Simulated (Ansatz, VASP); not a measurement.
# BiB in VASP and in Ansatz

POSCAR

```
BiB
1.0
    0.0000000000      2.6888409073      2.6888409073
    2.6888409073      0.0000000000      2.6888409073
    2.6888409073      2.6888409073      0.0000000000
B Bi
1 1
Direct
    0.0000000000      0.0000000000      0.0000000000
    0.2500000000      0.2500000000      0.2500000000
```

File INCAR.step1:

```
ALGO     = Normal         # electronic algorithm
EDIFF    = 1E-4           # SCF threshold, eV
ENCUT    = 520            # plane-wave cutoff, eV
GGA      = PE             # functional
ISMEAR   = 0              # smearing method
LASPH    = True           # aspherical terms in the spheres
LCHARG   = False          # write CHGCAR
LREAL    = False          # projectors in reciprocal space
LWAVE    = True           # write WAVECAR
NBANDS   = 16             # bands
NELM     = 60             # most SCF steps
PREC     = Accurate       # precision mode
SIGMA    = 0.01           # smearing width, eV
```

Contents of INCAR.step2:

```
ALGO     = Normal         # electronic algorithm
EDIFF    = 1E-7           # SCF threshold, eV
ENCUT    = 520            # plane-wave cutoff, eV
ISIF     = 2              # what is computed and relaxed
ISMEAR   = 0              # smearing method
ISTART   = 1            
LASPH    = True           # aspherical terms in the spheres
LCHARG   = False          # write CHGCAR
LMIXTAU  = True         
LREAL    = False          # projectors in reciprocal space
LWAVE    = False          # write WAVECAR
METAGGA  = R2SCAN         # meta-GGA
NBANDS   = 16             # bands
NELM     = 60             # most SCF steps
PREC     = Accurate       # precision mode
SIGMA    = 0.01           # smearing width, eV
```

Contents of KPOINTS:

```
k-points
0
Gamma
  6 6 6
```

Input for Ansatz:

```yaml
crystal:
  lattice:
    - [0.0, 2.6888409073, 2.6888409073]
    - [2.6888409073, 0.0, 2.6888409073]
    - [2.6888409073, 2.6888409073, 0.0]
  atoms:
    - { symbol: B, position: [0.0, 0.0, 0.0] }
    - { symbol: Bi, position: [0.25, 0.25, 0.25] }
kpoints:
  mp_grid: { grid: [6, 6, 6] }
hamiltonian:
  xc: r2scan
scf:
  occupations: { method: fixed }
  n_extra_bands: 4
output:
  forces: true
  stress: true
  eigenvalues: true
```

Alike in both runs: task single point; functional r2SCAN; k mesh 6 × 6 × 6; no spin polarisation.

```csv
,VASP,Ansatz
version,VASP 6.6.1,Ansatz 0.2.0
potentials or method,"VASP PAW PBE potentials, release 64 (B, Bi_d)","plane waves, PAW"
plane-wave cutoff (eV),520,500
occupations,"gaussian, width 0.01 eV",fixed
valence electrons in the cell,18,18
```

Ansatz gave:

| Property | Result |
| --- | --- |
| gap on the k mesh at the Fermi level (eV) | 0.77 |
| pressure (GPa) | 5.6 |

Problem. What did VASP give for the same quantities?

Solution. gap on the k mesh at the Fermi level (eV): 0.77; pressure (GPa): 5.5.

VASP's potentials were made for PBE, not for r2SCAN.

Neither program's run includes spin-orbit coupling.
